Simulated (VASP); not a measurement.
# Ge in VASP: further runs, part 2 of 2

VASP 6.6.1. The steps go on from the part before.

### Step 3. Single point, LDA

This run uses another cell than the first one, of 201.13 Å³/atom, 1.063 times its volume.

Contents of INCAR:

```
PREC = Accurate
ENCUT = 520
EDIFF = 1E-6
ISMEAR = 0
SIGMA = 0.1
LREAL = F
LASPH = T
NELM = 100
ALGO = Normal
ISIF = 2
LWAVE = F
LCHARG = T
LDIPOL = T
IDIPOL = 3
DIPOL = 0.5 0.5 0.500
GGA = CA
LELF = T
LVHAR = T
LVACPOTAV = T
NBANDS = 21
```

Contents of KPOINTS:

```
Automatic mesh
0
Gamma
  12 12 1
```

Contents of POSCAR:

```
Ge
1.0
    4.0729350596      0.0000000000      0.0000000000
   -2.0364675298      3.5272652296      0.0000000000
    0.0000000000      0.0000000000     28.0000000000
Ge
2
Direct
    0.3333333333      0.6666666667      0.5085714286
    0.6666666667      0.3333333333      0.4914285714
```

Potentials or basis: VASP PAW LDA potentials, release 64 (Ge_d).

Command:

```console
$ cat potpaw_LDA.64/Ge_d/POTCAR > POTCAR
$ mpirun -np 1 vasp_std > vasp.out
```

OUTCAR:

```text
PREC = Accurate
   ENCUT = 520
   EDIFF = 1E-6
   ISMEAR = 0
   LREAL = F
   LASPH = T
   NELM = 100
   ISIF = 2
   GGA = CA

 ion  position               nearest neighbor table
   1  0.333  0.667  0.509-   2 2.40   2 2.40   2 2.40
   2  0.667  0.333  0.491-   1 2.40   1 2.40   1 2.40

  LATTYP: Found a hexagonal cell.
 ALAT       =     4.0729350596
 C/A-ratio  =     6.8746492616

  Lattice vectors:

 A1 = (   4.0729350596,   0.0000000000,   0.0000000000)
 A2 = (  -2.0364675298,   3.5272652296,   0.0000000000)
 A3 = (   0.0000000000,   0.0000000000,  28.0000000000)

Analysis of symmetry for initial positions (statically):
=====================================================================
 Subroutine PRICEL returns:
 Original cell was already a primitive cell.

 Routine SETGRP: Setting up the symmetry group for a
 hexagonal supercell.

 Subroutine GETGRP returns: Found 12 space group operations
 (whereof 12 operations were pure point group operations)
 out of a pool of 24 trial point group operations.

The static configuration has the point symmetry D_3d.

Analysis of symmetry for dynamics (positions and initial velocities):
=====================================================================
 Subroutine PRICEL returns:
 Original cell was already a primitive cell.

 Routine SETGRP: Setting up the symmetry group for a
 hexagonal supercell.

 Subroutine GETGRP returns: Found 12 space group operations
 (whereof 12 operations were pure point group operations)
 out of a pool of 24 trial point group operations.

The dynamic configuration has the point symmetry D_3d.

 Subroutine INISYM returns: Found 12 space group operations
 (whereof 12 operations are pure point group operations),
 and found     1 'primitive' translations

----------------------------------------------------------------------------------------

                                     Primitive cell

[... 103 lines left out ...]
     AMIX     =   0.40;   BMIX     =  1.00
     AMIX_MAG =   1.60;   BMIX_MAG =  1.00
  volume/ion in A,a.u.               =     201.13      1357.28
  Fermi-wavevector in a.u.,A,eV,Ry     =   0.673431  1.272600  6.170365  0.453509
  Thomas-Fermi vector in A             =   1.749848
   LORBIT       =      0    0 simple, 1 ext, 2 COOP (PROOUT), +10 PAW based schemes
   GGA     = CA    functional components
   LHFCALC =     F    Hartree Fock is set to
   AEXX    =    0.0000 exact exchange contribution
   IVDW    =     0    specifies the selected vdW correction
   LEPSILON=     F    determine dielectric tensor
   LRPA    =     F    only Hartree local field effects (RPA)
 non-spin polarized calculation
 Gauss-broadening in eV      SIGMA  =   0.10
  energy-cutoff  :      520.00
  volume of cell :      402.26
 maximum number of plane-waves:     10895
   NGX = 15   NGY = 15   NGZ =105

 number of electron      27.9999991 magnetization

 dipolmoment           0.000000      0.000000     -0.000000 electrons x Angstroem

 Free energy of the ion-electron system (eV)
  ---------------------------------------------------
  ext. energy  EPLUGINS =         0.00000000
  ---------------------------------------------------
  free energy    TOTEN  =        -9.08839890 eV

  energy without entropy =       -9.08715055  energy(sigma->0) =       -9.08777473

 E-fermi :  -3.6682     XC(G=0):  -1.6728

 val. band max:       -4.1303746453   @ k =   0.0000   0.0000   0.0000
 cond. band min:      -3.6204723448   @ k =   0.3333   0.3333   0.0000
 fundamental gap:      0.5099023006
 Fermi energy:        -3.6681659717

 k-point     1 :       0.0000    0.0000    0.0000
  band No.  band energies     occupation
      1     -28.5976      2.00000
      2     -28.5976      2.00000
      3     -28.5814      2.00000
      4     -28.5589      2.00000
      5     -28.5589      2.00000
      6     -28.4304      2.00000
[... 445 lines left out ...]
     20       3.2539      0.00000
     21       3.2539      0.00000

------------------------ aborting loop because EDIFF is reached ----------------------------------------

  FORCE on cell =-STRESS in cart. coord.  units (eV):
  Direction    XX          YY          ZZ          XY          YZ          ZX
  --------------------------------------------------------------------------------------
  -------------------------------------------------------------------------------------
  Total       -1.4686762     -1.4686762      0.1261368     -0.0000000     -0.0000000     -0.0000000
  in kB       -5.8496922     -5.8496922      0.5023991     -0.0000000     -0.0000000     -0.0000000
  external PRESSURE =      -3.7323284 kB  Pullay stress =       0.0000000 kB

 VOLUME and BASIS-vectors are now :
 -----------------------------------------------------------------------------
  energy-cutoff  :      520.00
  volume of cell :      402.26
      direct lattice vectors                 reciprocal lattice vectors
     4.072935060  0.000000000  0.000000000     0.245523188  0.141752879  0.000000000
    -2.036467530  3.527265230  0.000000000     0.000000000  0.283505757  0.000000000
     0.000000000  0.000000000 28.000000000     0.000000000  0.000000000  0.035714286

 POSITION                                       TOTAL-FORCE (eV/Angst)
 -----------------------------------------------------------------------------------
     -0.00000      2.35151     14.24000        -0.000000      0.000000      0.286867
      2.03647      1.17576     13.76000         0.000000     -0.000000     -0.286867
 -----------------------------------------------------------------------------------
    total drift:                                0.000000      0.000000     -0.000000

  FREE ENERGIE OF THE ION-ELECTRON SYSTEM (eV)
  ---------------------------------------------------
  free  energy   TOTEN  =        -9.0883988988 eV

  energy  without entropy=       -9.0871505546  energy(sigma->0) =       -9.08777473

 vacuum level on the upper side and lower side of the slab         1.061         1.061
```

OSZICAR:

```text
N       E                     dE             d eps       ncg     rms          rms(c)
DAV:   1     0.154108288149E+03    0.15411E+03   -0.13855E+04   950   0.125E+03
DAV:   2     0.726086308312E+01   -0.14685E+03   -0.14253E+03  1061   0.252E+02
DAV:   3    -0.853892504223E+01   -0.15800E+02   -0.15747E+02  1025   0.105E+02
DAV:   4    -0.923547880409E+01   -0.69655E+00   -0.69600E+00  1041   0.262E+01
[... 12 lines left out ...]
DAV:  17    -0.908838595829E+01   -0.20204E-04   -0.81338E-07   722   0.443E-03    0.509E-04
DAV:  18    -0.908839366446E+01   -0.77062E-05   -0.16851E-07   791   0.162E-03    0.165E-04
DAV:  19    -0.908839722888E+01   -0.35644E-05   -0.74110E-08   689   0.165E-03    0.174E-04
DAV:  20    -0.908839883456E+01   -0.16057E-05   -0.28792E-08   691   0.130E-03    0.582E-05
DAV:  21    -0.908839889883E+01   -0.64275E-07   -0.15317E-09   624   0.667E-04
   1 F= -.90883989E+01 E0= -.90877747E+01  d E =-.124834E-02
```

Run time: 6.6 min. Hardware: 1 thread of Intel Xeon 8259CL, shared host; peak memory 0.4 GiB.

Results:

| Item | Value |
| --- | --- |
| Free energy | -9.0884 eV |
| Largest force | 0.287 eV/Å |
| Band gap on the k mesh | zero (band 14 reaches -3.62 eV, above the bottom of band 15 at -4.13 eV) |

Forces in eV/Å, atoms in the order of the input:
```
Ge   0.000  0.000  0.287
Ge   0.000  0.000 -0.287
```
